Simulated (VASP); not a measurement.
Wanted: the native input for a VASP 6.6.1 run.

```yaml
Task: single point
Functional: BLYP
Potentials_or_basis: VASP PAW PBE potentials, release 64 (Ga_d)
Cutoff: 520 eV
k_mesh: 10 × 10 × 10
Occupations: fermi-dirac, width 0.1 eV
Spin: no spin polarisation
Dipole_correction: no
Further_INCAR_settings: ALGO = Normal; EDIFF = 1e-07; NBANDS = 20
```

The structure of Ga lies in POSCAR:

```
Ga
1.0
    0.0000000000      3.0225707249      3.0225707249
    3.0225707249      0.0000000000      3.0225707249
    3.0225707249      3.0225707249      0.0000000000
Ga
2
Direct
    0.1250000000      0.1250000000      0.1250000000
    0.8750000000      0.8750000000      0.8750000000
```

One way to write it, as run:

INCAR

```
SYSTEM = Ga
PREC = Accurate
ENCUT = 520
EDIFF = 1E-7
ISMEAR = -1
SIGMA = 0.1
LREAL = .FALSE.
LASPH = .TRUE.
NELM = 80
ALGO = Normal
ISIF = 2
LWAVE = .FALSE.
LCHARG = .FALSE.
GGA = B5
ALDAX = 1.0
AGGAX = 1.0
AGGAC = 1.0
ALDAC = 0.0
NBANDS = 20
```

KPOINTS

```
regular mesh
0
G
  10 10 10
  0 0 0
```

Potentials or basis: VASP PAW PBE potentials, release 64 (Ga_d).

Run with:

```sh
$ cat potpaw_PBE.64/Ga_d/POTCAR > POTCAR
$ mpirun -np 1 vasp_std > vasp.out
```

It gave:

| Property | Result |
| --- | --- |
| Pressure | 0.2 GPa |
| Band gap on the k mesh | zero (band 13 reaches 4.98 eV, above the bottom of band 14 at 1.37 eV) |

Caveat: the PAW data sets were made with another functional, which shifts forces and pressure a little.

Wall time 52 s on 1 thread of Intel(R) Xeon(R) Platinum 8488C (Sapphire Rapids) (shared host), peak memory 0.19 GiB.
